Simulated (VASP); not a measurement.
# Al in VASP: notebook

Al is run at these levels: PBEsol; tasks: single point.

Program: VASP 6.6.1. These are calculated values, not measurements. Logs are shortened: lines on timing, memory, paths and dates and some standing lists are left out, and cuts for length are marked.

**1. The cell of the first run**

Symmetry: C2/m, No. 12, monoclinic system. Conventional cell: a = 4.679 Å, b = 2.701 Å, c = 2.885 Å, α = 90.00°, β = 123.26°, γ = 90.00°. Al (site symmetry 2/m) has 12 Al at 2.70 to 2.88 Å within 3.6 Å.

**2. Single point, PBEsol**

INCAR

```
PREC     = Accurate       # precision mode
ENCUT    = 520            # plane-wave cutoff, eV
EDIFF    = 1E-7           # SCF threshold, eV
ISMEAR   = 0              # smearing method
SIGMA    = 0.1            # smearing width, eV
LREAL    = F              # projectors in reciprocal space
LASPH    = T              # aspherical terms in the spheres
NELM     = 80             # most SCF steps
ALGO     = Fast           # electronic algorithm
ISIF     = 2              # what is computed and relaxed
LWAVE    = F              # write WAVECAR
LCHARG   = F              # write CHGCAR
GGA      = PS             # functional
ISYM     = 0            
NBANDS   = 8              # bands
```

KPOINTS

```
regular mesh
0
Gamma
  15 15 14
```

POSCAR

```
Al
1.0
    2.7013538545     -0.0000126224      0.0108682122
   -1.3506878586      2.3394599963      0.0000000000
    1.3605755146      0.7855286396      2.4194109638
Al
1
Direct
    0.0000000000      0.0000000000      0.0000000000
```

Potentials or basis: VASP PAW PBE potentials, release 64 (Al).

The run is started by

```
$ cat potpaw_PBE.64/Al/POTCAR > POTCAR
$ mpirun -np 1 vasp_std > vasp.out
```

OUTCAR:

```text
PREC = Accurate
   ENCUT = 520
   EDIFF = 1E-7
   ISMEAR = 0
   LREAL = F
   LASPH = T
   NELM = 80
   ISIF = 2
   GGA = PS
   ISYM = 0

 ion  position               nearest neighbor table
   1  0.000  0.000  0.000-

IMPORTANT INFORMATION: All symmetrisations will be switched off!
NOSYMM: (Re-)initialisation of all symmetry stuff for point group C_1.

----------------------------------------------------------------------------------------

                                     Primitive cell

  volume of cell :      15.2438

  direct lattice vectors                    reciprocal lattice vectors
     2.701353855 -0.000012622  0.010868212     0.371305860  0.214373538 -0.278409177
    -1.350687859  2.339459996  0.000000000     0.000562053  0.427773572 -0.139204588
     1.360575515  0.785528640  2.419410964    -0.001667939 -0.000962985  0.414574384

  length of vectors
     2.701375717  2.701375717  2.884747890     0.511210060  0.449853823  0.414578858

  position of ions in fractional coordinates (direct lattice)
     0.000000000  0.000000000  0.000000000

  ion indices of the primitive-cell ions
   primitive index   ion index
                 1           1

----------------------------------------------------------------------------------------

 KPOINTS: regular mesh

Automatic generation of k-mesh.
 Grid dimensions read from file:
 generate k-points for:   15   15   14

 Generating k-lattice:

  Cartesian coordinates                     Fractional coordinates (reciprocal lattice)
     0.024753724  0.014291569 -0.018560612     0.066666667  0.000000000  0.000000000
     0.000037470  0.028518238 -0.009280306    -0.000000000  0.066666667 -0.000000000
    -0.000119139 -0.000068785  0.029612456     0.000000000  0.000000000  0.071428571

  Length of vectors
     0.034080671  0.029990255  0.029612776

  Shift w.r.t. Gamma in fractional coordinates (k-lattice)
     0.000000000  0.000000000  0.000000000

 Subroutine IBZKPT returns following result:
 ===========================================

 Found   1576 irreducible k-points:

 Following reciprocal coordinates:
            Coordinates               Weight
  0.000000  0.000000  0.000000      1.000000
  0.066667  0.000000 -0.000000      2.000000
  0.133333 -0.000000  0.000000      2.000000
  0.200000  0.000000 -0.000000      2.000000
  0.266667 -0.000000  0.000000      2.000000
  0.333333  0.000000  0.000000      2.000000
[... 38 lines left out ...]
   LREAL  =      F    real-space projection
   EDIFFG = 0.1E-05   stopping-criterion for IOM
   NSW    =      0    number of steps for IOM
   IBRION =     -1    ionic relax: 0-MD 1-quasi-New 2-CG
   NFREE  =      0    steps in history (QN), initial steepest desc. (CG)
   ISIF   =      2    stress and relaxation
   ISYM   =      0    0-nonsym 1-usesym 2-fastsym
   POTIM  = 0.5000    time-step for ionic-motion
   TEBEG  =    0.0;   TEEND  =   0.0 temperature during run
   PSTRESS=    0.0 pullay stress
   NELECT =       3.0000    total number of electrons
   NUPDOWN=      -1.0000    fix difference up-down
   EMIN   =  10.00;   EMAX   =-10.00  energy-range for DOS
   EFERMI =   0.00;   METHOD = LEGACY
   ISMEAR =     0;   SIGMA  =   0.10  broadening in eV -4-tet -1-fermi 0-gaus
   EFERMI_NEDOS =   21; number of points for ismear=-14 and -15
   IALGO  =     68    algorithm
   IMIX   =      4    mixing-type and parameters
     AMIX     =   0.40;   BMIX     =  1.00
     AMIX_MAG =   1.60;   BMIX_MAG =  1.00
  volume/ion in A,a.u.               =      15.24       102.87
  Fermi-wavevector in a.u.,A,eV,Ry     =   0.952250  1.799491 12.337479  0.906779
  Thomas-Fermi vector in A             =   2.080795
   LORBIT       =      0    0 simple, 1 ext, 2 COOP (PROOUT), +10 PAW based schemes
   GGA     = PS    functional components
   LHFCALC =     F    Hartree Fock is set to
   AEXX    =    0.0000 exact exchange contribution
   IVDW    =     0    specifies the selected vdW correction
   LEPSILON=     F    determine dielectric tensor
   LRPA    =     F    only Hartree local field effects (RPA)
 non-spin polarized calculation
 RMM-DIIS sequential band-by-band and
 Gauss-broadening in eV      SIGMA  =   0.10
  energy-cutoff  :      520.00
  volume of cell :       15.24
 maximum number of plane-waves:       420
   NGX =  9   NGY =  9   NGZ = 11

 number of electron       3.0000000 magnetization

 Free energy of the ion-electron system (eV)
  ---------------------------------------------------
  ext. energy  EPLUGINS =         0.00000000
  ---------------------------------------------------
  free energy    TOTEN  =        -4.05390043 eV

  energy without entropy =       -4.05206578  energy(sigma->0) =       -4.05298310

 E-fermi :   8.7677     XC(G=0): -10.5446

 val. band max:        8.7675008379   @ k =  -0.4667   0.4667   0.3571
 cond. band min:       8.7679425291   @ k =  -0.4000   0.3333   0.4286
 fundamental gap:      0.0004416912
 Fermi energy:         8.7677372148

 k-point     1 :       0.0000    0.0000    0.0000
  band No.  band energies     occupation
      1      -2.8950      2.00000
      2      19.8110      0.00000
      3      21.0901      0.00000
      4      22.7709      0.00000
      5      22.8675      0.00000
      6      25.0440      0.00000
      7      25.2185      0.00000
      8      26.7164      0.00000
[... 243 lines left out ...]
 k-point    24 :      -0.0000    0.1333    0.0000
  band No.  band energies     occupation
      1      -2.3640      2.00000
      2      17.7590      0.00000
      3      19.1398      0.00000
      4      21.7698      0.00000
      5      22.7360      0.00000
      6      25.3083      0.00000
      7      26.5757      0.00000
      8      26.8787      0.00000

 [... further k-points ...]

------------------------ aborting loop because EDIFF is reached ----------------------------------------

  FORCE on cell =-STRESS in cart. coord.  units (eV):
  Direction    XX          YY          ZZ          XY          YZ          ZX
  --------------------------------------------------------------------------------------
  -------------------------------------------------------------------------------------
  Total        0.9863168      0.9699303      0.0047903      0.0141921      0.0019620      0.0033984
  in kB      103.6653283    101.9430543      0.5034728      1.4916396      0.2062165      0.3571854
  external PRESSURE =      68.7039518 kB  Pullay stress =       0.0000000 kB

 VOLUME and BASIS-vectors are now :
 -----------------------------------------------------------------------------
  energy-cutoff  :      520.00
  volume of cell :       15.24
      direct lattice vectors                 reciprocal lattice vectors
     2.701353855 -0.000012622  0.010868212     0.371305860  0.214373538 -0.278409177
    -1.350687859  2.339459996  0.000000000     0.000562053  0.427773572 -0.139204588
     1.360575515  0.785528640  2.419410964    -0.001667939 -0.000962985  0.414574384

 POSITION                                       TOTAL-FORCE (eV/Angst)
 -----------------------------------------------------------------------------------
      0.00000      0.00000      0.00000         0.000000     -0.000000      0.000000
 -----------------------------------------------------------------------------------
    total drift:                                0.000000     -0.000000      0.000000

  FREE ENERGIE OF THE ION-ELECTRON SYSTEM (eV)
  ---------------------------------------------------
  free  energy   TOTEN  =        -4.0539004251 eV

  energy  without entropy=       -4.0520657767  energy(sigma->0) =       -4.05298310
```

Run time: 3.3 min. Hardware: 1 thread of AMD EPYC 7R43 (Zen 3), shared host; peak memory 0.23 GiB.

What came out:

- Free energy: -4.0539 eV
- Pressure: 6.9 GPa
- Band gap on the k mesh: zero (an odd number of electrons rules out a gap without spin polarisation)

Levels at points of the mesh, in eV from the Fermi level:
| k point | band 1 | band 2 | band 3 | band 4 | band 5 | band 6 |
| --- | --- | --- | --- | --- | --- | --- |
| (0.00, 0.00, 0.00) | -11.66 | 11.04 | 12.32 | 14.00 | 14.10 | 16.28 |
| (0.00, 0.00, 0.50) | -5.56 | -5.34 | 12.86 | 12.91 | 13.86 | 13.96 |

Caveat: the stress differs along the axes, from 0 to 10 GPa; the PAW data sets were made with another functional, which shifts forces and pressure a little.

**3. Single point, PBEsol**

This run uses another cell than the first one, of 15.55 Å³/atom.

INCAR

```
SYSTEM = Al
PREC = Accurate
ENCUT = 520
EDIFF = 1E-7
ISMEAR = 0
SIGMA = 0.1
LREAL = .FALSE.
LASPH = .TRUE.
NELM = 100
ALGO = Fast
ISIF = 2
LWAVE = .FALSE.
LCHARG = .TRUE.
GGA = PS
LELF = .TRUE.
LVHAR = .TRUE.
NBANDS = 8
ISYM = 0
```

KPOINTS

```
Automatic mesh
0
G
  15 15 14
  0 0 0
```

POSCAR

```
Al
1.0
    2.7013757172      0.0000000000      0.0000000000
   -1.3506878586      2.3394599963      0.0000000000
    1.3506878586      0.7798199988      2.4612738604
Al
1
Direct
    0.0000000000      0.0000000000      0.0000000000
```

Potentials or basis: VASP PAW PBE potentials, release 64 (Al).

The run is started by

```
$ cat potpaw_PBE.64/Al/POTCAR > POTCAR
$ mpirun -np 1 vasp_std > vasp.out
```

Wall time 4.9 min (1 thread of AMD EPYC 7R43 (Zen 3), shared host); peak memory 0.22 GiB.

It converged, with:

```
Free energy            : -4.0511 eV
Pressure               : 5.2 GPa
Band gap on the k mesh : zero (an odd number of electrons rules out a gap without spin polarisation)
```

Stress tensor (GPa, compression positive):
```
 9.18  0.08  0.51
 0.08  9.09  0.29
 0.51  0.29 -2.64
```

Levels at points of the mesh, in eV from the Fermi level:
| k point | band 1 | band 2 | band 3 | band 4 |
| --- | --- | --- | --- | --- |
| (0.00, 0.00, 0.00) | -11.52 | 10.51 | 11.47 | 14.13 |
| (0.00, 0.00, 0.50) | -5.76 | -5.33 | 13.01 | 13.01 |

Caveat: the stress differs along the axes, from -3 to 9 GPa; the PAW data sets were made with another functional, which shifts forces and pressure a little.
